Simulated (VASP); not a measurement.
# InAs (Fm-3m) in VASP: settings compared

Aim: see how the results for InAs move with the level of theory and the settings. Levels: LDA, PBEsol, BLYP+D3(BJ). Tasks: single point, relaxation of cell and atoms.

All numbers are computed with VASP 6.6.1; they aren't measurements. Logs are shortened: lines on timing, memory, paths and dates and some standing lists are left out, and cuts for length are marked.

**1. The cell of the first run**

It takes space group Fm-3m (No. 225, cubic). Conventional cell: a = 5.606 Å, b = 5.606 Å, c = 5.606 Å, α = 90.00°, β = 90.00°, γ = 90.00°. In (site symmetry m-3m) has 6 As at 2.80 Å within 3.7 Å. Within 3.7 Å of As (site symmetry m-3m) lie 6 In at 2.80 Å.

**2. Single point, LDA**

File INCAR:

```
SYSTEM = InAs
PREC = Accurate ; ENCUT = 520
EDIFF = 1E-6 ; ISMEAR = -1
SIGMA = 0.1 ; LREAL = .FALSE.
LASPH = .TRUE. ; NELM = 100
ALGO = Normal ; ISIF = 2
LWAVE = .FALSE. ; LCHARG = .TRUE.
LELF = .TRUE. ; LVHAR = .TRUE.
NBANDS = 16
```

File KPOINTS:

```
regular mesh
0
G
  6 6 6
  0 0 0
```

File POSCAR:

```
InAs
1.0
    0.0000000000      2.8028750485      2.8028750485
    2.8028750485      0.0000000000      2.8028750485
    2.8028750485      2.8028750485      0.0000000000
In As
1 1
Direct
    0.5000000000      0.5000000000      0.5000000000
    0.0000000000      0.0000000000      0.0000000000
```

Potentials or basis: VASP PAW LDA potentials, release 64 (In_d, As).

On the command line:

```
cat potpaw_LDA.64/In_d/POTCAR potpaw_LDA.64/As/POTCAR > POTCAR
mpirun -np 1 vasp_std > vasp.out
```

OUTCAR:

```text
SYSTEM = InAs
   PREC = Accurate
   ENCUT = 520
   EDIFF = 1E-6
   ISMEAR = -1
   LREAL = .FALSE.
   LASPH = .TRUE.
   NELM = 100
   ISIF = 2

 ion  position               nearest neighbor table
   1  0.500  0.500  0.500-   2 2.80   2 2.80   2 2.80   2 2.80   2 2.80   2 2.80
   2  0.000  0.000  0.000-   1 2.80   1 2.80   1 2.80   1 2.80   1 2.80   1 2.80

  LATTYP: Found a face centered cubic cell.
 ALAT       =     5.6057500970

  Lattice vectors:

 A1 = (   0.0000000000,   2.8028750485,   2.8028750485)
 A2 = (   2.8028750485,   0.0000000000,   2.8028750485)
 A3 = (   2.8028750485,   2.8028750485,   0.0000000000)

Analysis of symmetry for initial positions (statically):
=====================================================================
 Subroutine PRICEL returns:
 Original cell was already a primitive cell.

 Routine SETGRP: Setting up the symmetry group for a
 face centered cubic supercell.

 Subroutine GETGRP returns: Found 48 space group operations
 (whereof 48 operations were pure point group operations)
 out of a pool of 48 trial point group operations.

The static configuration has the point symmetry O_h .

Analysis of symmetry for dynamics (positions and initial velocities):
=====================================================================
 Subroutine PRICEL returns:
 Original cell was already a primitive cell.

 Routine SETGRP: Setting up the symmetry group for a
 face centered cubic supercell.

 Subroutine GETGRP returns: Found 48 space group operations
 (whereof 48 operations were pure point group operations)
 out of a pool of 48 trial point group operations.

The dynamic configuration has the point symmetry O_h .

 Subroutine INISYM returns: Found 48 space group operations
 (whereof 48 operations are pure point group operations),
 and found     1 'primitive' translations

----------------------------------------------------------------------------------------

                                     Primitive cell

  volume of cell :      44.0394

  direct lattice vectors                    reciprocal lattice vectors
     0.000000000  2.802875048  2.802875048    -0.178388259  0.178388259  0.178388259
     2.802875048  0.000000000  2.802875048     0.178388259 -0.178388259  0.178388259
     2.802875048  2.802875048  0.000000000     0.178388259  0.178388259 -0.178388259

  length of vectors
     3.963863907  3.963863907  3.963863907     0.308977528  0.308977528  0.308977528

  position of ions in fractional coordinates (direct lattice)
     0.500000000  0.500000000  0.500000000
     0.000000000  0.000000000  0.000000000

  ion indices of the primitive-cell ions
   primitive index   ion index
                 1           1
                 2           2

----------------------------------------------------------------------------------------

 KPOINTS: regular mesh

Automatic generation of k-mesh.
 Grid dimensions read from file:
 generate k-points for:    6    6    6

 Generating k-lattice:

  Cartesian coordinates                     Fractional coordinates (reciprocal lattice)
    -0.029731376  0.029731376  0.029731376     0.166666667  0.000000000  0.000000000
     0.029731376 -0.029731376  0.029731376     0.000000000  0.166666667  0.000000000
     0.029731376  0.029731376 -0.029731376     0.000000000  0.000000000  0.166666667

  Length of vectors
     0.051496255  0.051496255  0.051496255

  Shift w.r.t. Gamma in fractional coordinates (k-lattice)
     0.000000000  0.000000000  0.000000000

 Subroutine IBZKPT returns following result:
 ===========================================

 Found     16 irreducible k-points:

 Following reciprocal coordinates:
            Coordinates               Weight
  0.000000  0.000000  0.000000      1.000000
  0.166667  0.000000  0.000000      8.000000
  0.333333  0.000000  0.000000      8.000000
  0.500000  0.000000  0.000000      4.000000
  0.166667  0.166667  0.000000      6.000000
  0.333333  0.166667  0.000000     24.000000
[... 8 lines left out ...]
 -0.333333  0.333333  0.166667     24.000000
 -0.333333  0.500000  0.166667     12.000000
   k-points           NKPTS =     16   k-points in BZ     NKDIM =     16   number of bands    NBANDS=     16
   number of dos      NEDOS =    301   number of ions     NIONS =      2
   total plane-waves  NPLWV =  27000
   dimension x,y,z NGX =    30 NGY =   30 NGZ =   30
   dimension x,y,z NGXF=    60 NGYF=   60 NGZF=   60
   ions per type =               1   1
   NGX,Y,Z   is equivalent  to a cutoff of  12.58, 12.58, 12.58 a.u.
   NGXF,Y,Z  is equivalent  to a cutoff of  25.16, 25.16, 25.16 a.u.
 SYSTEM =  InAs
   PREC   = accura    normal or accurate (medium, high low for compatibility)
   ISTART =      0    job   : 0-new  1-cont  2-samecut
   ICHARG =      2    charge: 1-file 2-atom 10-const
   ISPIN  =      1    spin polarized calculation?
   LNONCOLLINEAR =      F non collinear calculations
   LSORBIT =      F    spin-orbit coupling
   LASPH  =      T    aspherical Exc in radial PAW
   ENCUT  =  520.0 eV  38.22 Ry    6.18 a.u.   7.37  7.37  7.37*2*pi/ulx,y,z
   NELM   =    100;   NELMIN=  2; NELMDL= -5     # of ELM steps
   EDIFF  = 0.1E-05   stopping-criterion for ELM
   LREAL  =      F    real-space projection
   EDIFFG = 0.1E-04   stopping-criterion for IOM
   NSW    =      0    number of steps for IOM
   IBRION =     -1    ionic relax: 0-MD 1-quasi-New 2-CG
   NFREE  =      0    steps in history (QN), initial steepest desc. (CG)
   ISIF   =      2    stress and relaxation
   ISYM   =      2    0-nonsym 1-usesym 2-fastsym
   POTIM  = 0.5000    time-step for ionic-motion
   TEBEG  =    0.0;   TEEND  =   0.0 temperature during run
   PSTRESS=    0.0 pullay stress
   NELECT =      18.0000    total number of electrons
   NUPDOWN=      -1.0000    fix difference up-down
   EMIN   =  10.00;   EMAX   =-10.00  energy-range for DOS
   EFERMI =   0.00;   METHOD = LEGACY
   ISMEAR =    -1;   SIGMA  =   0.10  broadening in eV -4-tet -1-fermi 0-gaus
   EFERMI_NEDOS =   21; number of points for ismear=-14 and -15
   IALGO  =     38    algorithm
   IMIX   =      4    mixing-type and parameters
     AMIX     =   0.40;   BMIX     =  1.00
     AMIX_MAG =   1.60;   BMIX_MAG =  1.00
  volume/ion in A,a.u.               =      22.02       148.60
  Fermi-wavevector in a.u.,A,eV,Ry     =   1.214932  2.295888 20.083009  1.476059
  Thomas-Fermi vector in A             =   2.350335
   LORBIT       =      0    0 simple, 1 ext, 2 COOP (PROOUT), +10 PAW based schemes
   GGA     = CA    functional components
   LHFCALC =     F    Hartree Fock is set to
   AEXX    =    0.0000 exact exchange contribution
   IVDW    =     0    specifies the selected vdW correction
   LEPSILON=     F    determine dielectric tensor
   LRPA    =     F    only Hartree local field effects (RPA)
 non-spin polarized calculation
  energy-cutoff  :      520.00
  volume of cell :       44.04
 maximum number of plane-waves:      1243
 NGX is ok and might be reduce to    30
   NGX = 15   NGY = 15   NGZ = 15

 number of electron      18.0000002 magnetization

 Free energy of the ion-electron system (eV)
  ---------------------------------------------------
  ext. energy  EPLUGINS =         0.00000000
  ---------------------------------------------------
  free energy    TOTEN  =        -8.80608222 eV

  energy without entropy =       -8.77229646  energy(sigma->0) =       -8.78918934

 E-fermi :   6.7403     XC(G=0): -10.6915

 val. band max:        6.7137012070   @ k =   0.3333   0.0000   0.0000
 cond. band min:       6.9051310244   @ k =   0.5000   0.0000   0.0000
 fundamental gap:      0.1914298175
 Fermi energy:         6.7403327174

 k-point     1 :       0.0000    0.0000    0.0000
  band No.  band energies     occupation
      1      -7.6766      2.00000
      2      -7.6766      2.00000
      3      -7.6493      2.00000
      4      -7.6493      2.00000
      5      -7.6493      2.00000
      6      -5.9996      2.00000
[... 8 lines left out ...]
     15      14.4480      0.00000
     16      14.4480      0.00000

 k-point     2 :       0.1667    0.0000    0.0000
  band No.  band energies     occupation
      1      -7.6920      2.00000
      2      -7.6920      2.00000
      3      -7.6511      2.00000
      4      -7.6328      2.00000
      5      -7.6328      2.00000
      6      -5.6703      2.00000
[... 8 lines left out ...]
     15      14.8279      0.00000
     16      14.8279      0.00000

 k-point     3 :       0.3333    0.0000    0.0000
  band No.  band energies     occupation
      1      -7.7269      2.00000
      2      -7.7269      2.00000
      3      -7.6581      2.00000
      4      -7.5954      2.00000
      5      -7.5954      2.00000
      6      -4.7845      2.00000
[... 8 lines left out ...]
     15      16.6797      0.00000
     16      16.6797      0.00000

 k-point     4 :       0.5000    0.0000    0.0000
  band No.  band energies     occupation
      1      -7.7446      2.00000
      2      -7.7446      2.00000
      3      -7.6627      2.00000
      4      -7.5762      2.00000
      5      -7.5762      2.00000
      6      -4.0781      2.00000
[... 8 lines left out ...]
     15      18.8031      0.00000
     16      18.8031      0.00000
[... 172 lines left out ...]
 k-point    14 :       0.5000    0.3333    0.1667
  band No.  band energies     occupation
      1      -7.8738      2.00000
      2      -7.6900      2.00000
      3      -7.6579      2.00000
      4      -7.5930      2.00000
      5      -7.5741      2.00000
      6      -3.9098      2.00000
[... 8 lines left out ...]
     15      18.9156      0.00000
     16      19.0441      0.00000

 k-point    15 :      -0.3333    0.3333    0.1667
  band No.  band energies     occupation
      1      -7.8972      2.00000
      2      -7.7023      2.00000
      3      -7.6314      2.00000
      4      -7.6183      2.00000
      5      -7.5585      2.00000
      6      -3.2910      2.00000
[... 8 lines left out ...]
     15      16.9718      0.00000
     16      20.4259      0.00000

 k-point    16 :      -0.3333    0.5000    0.1667
  band No.  band energies     occupation
      1      -7.9734      2.00000
      2      -7.6716      2.00000
      3      -7.6653      2.00000
      4      -7.5877      2.00000
      5      -7.5446      2.00000
      6      -2.9695      2.00000
[... 8 lines left out ...]
     15      18.8223      0.00000
     16      21.5267      0.00000

------------------------ aborting loop because EDIFF is reached ----------------------------------------

  FORCE on cell =-STRESS in cart. coord.  units (eV):
  Direction    XX          YY          ZZ          XY          YZ          ZX
  --------------------------------------------------------------------------------------
  -------------------------------------------------------------------------------------
  Total        0.0386736      0.0386736      0.0386736     -0.0000000      0.0000000     -0.0000000
  in kB        1.4069664      1.4069664      1.4069664     -0.0000000      0.0000000     -0.0000000
  external PRESSURE =       1.4069664 kB  Pullay stress =       0.0000000 kB

 VOLUME and BASIS-vectors are now :
 -----------------------------------------------------------------------------
  energy-cutoff  :      520.00
  volume of cell :       44.04
      direct lattice vectors                 reciprocal lattice vectors
     0.000000000  2.802875048  2.802875048    -0.178388259  0.178388259  0.178388259
     2.802875048  0.000000000  2.802875048     0.178388259 -0.178388259  0.178388259
     2.802875048  2.802875048  0.000000000     0.178388259  0.178388259 -0.178388259

 POSITION                                       TOTAL-FORCE (eV/Angst)
 -----------------------------------------------------------------------------------
      2.80288      2.80288      2.80288         0.000000     -0.000000      0.000000
      0.00000      0.00000      0.00000        -0.000000      0.000000      0.000000
 -----------------------------------------------------------------------------------
    total drift:                                0.000000      0.000000      0.000000

  FREE ENERGIE OF THE ION-ELECTRON SYSTEM (eV)
  ---------------------------------------------------
  free  energy   TOTEN  =        -8.8060822225 eV

  energy  without entropy=       -8.7722964624  energy(sigma->0) =       -8.78918934
```

Wall time 8.8 s (1 thread of AMD EPYC 9R45 (Zen 5), shared host); peak memory 0.12 GiB.

Results:

* Free energy: -8.8061 eV
* Pressure: 0.1 GPa
* Band gap on the k mesh: zero (band 9 reaches 7.10 eV, above the bottom of band 10 at 4.19 eV)

Levels at points of the mesh, in eV from the Fermi level:
| k point | band 7 | band 8 | band 9 | band 10 | band 11 | band 12 |
| --- | --- | --- | --- | --- | --- | --- |
| (0.00, 0.00, 0.00) | -0.32 | -0.32 | -0.32 | -0.32 | 7.24 | 7.24 |
| (0.50, 0.00, 0.00) | -7.04 | 0.16 | 0.16 | 2.06 | 3.17 | 3.17 |
| (0.50, 0.50, 0.00) | -5.25 | -3.06 | -2.55 | -2.55 | 3.71 | 9.63 |

Caveat: spin-orbit coupling is left out, which moves the levels of the heavy elements.

(Continued in part 2 of 2.)
